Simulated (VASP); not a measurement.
Write the native input for VASP 6.6.1 that does the following.

- Task: single point
- Functional: PBE
- Potentials or basis: VASP PAW PBE potentials, release 64 (P, Ga_d, Sb)
- Cutoff: 520 eV
- k mesh: 4 × 4 × 4
- Occupations: fermi-dirac, width 0.02 eV
- Spin: no spin polarisation
- Dipole correction: no
- Further INCAR settings: ALGO = Normal; EDIFF = 1e-06; NBANDS = 46

The structure of Ga4Sb3P lies in POSCAR:

```
Ga4Sb3P
1.0
    6.1595089994      0.0000000000      0.0000000000
    0.0000000000      6.1595089994      0.0000000000
    0.0000000000      0.0000000000      6.1595089994
P Ga Sb
1 4 3
Direct
    0.0000000000      0.0000000000      0.0000000000
    0.7640091395      0.7640091395      0.7640091395
    0.2359908605      0.2359908605      0.7640091395
    0.2359908605      0.7640091395      0.2359908605
    0.7640091395      0.2359908605      0.2359908605
    0.5000000000      0.5000000000      0.0000000000
    0.5000000000      0.0000000000      0.5000000000
    0.0000000000      0.5000000000      0.5000000000
```

The input as run:

INCAR

```
SYSTEM = Ga4Sb3P
ALGO = Normal
EDIFF = 1E-6
ENCUT = 520
GGA = PE
ISIF = 2
ISMEAR = -1
LASPH = .True.
LCHARG = .False.
LREAL = .False.
LWAVE = .False.
NBANDS = 46
NELM = 80
PREC = Accurate
SIGMA = 0.02
```

KPOINTS

```
k-points
0
Gamma
  4 4 4
  0 0 0
```

Potentials or basis: VASP PAW PBE potentials, release 64 (P, Ga_d, Sb).

The run is started by

```bash
$ cat potpaw_PBE.64/P/POTCAR potpaw_PBE.64/Ga_d/POTCAR potpaw_PBE.64/Sb/POTCAR > POTCAR
$ mpirun -np 1 vasp_std > vasp.out
```

It gave:

```json
{
 "Pressure": "-2.5 GPa",
 "Largest force": "0.033 eV/Å",
 "Band gap on the k mesh": "zero (bands 36 and 37 overlap by 0.17 eV)"
}
```

Caveat: semilocal functionals underestimate gaps, so a narrow gap can read as zero; spin-orbit coupling is left out, which moves the levels of the heavy elements.

Wall time 2.6 min on 1 thread of Intel Xeon 8259CL, on a shared host, peak memory 0.37 GiB.
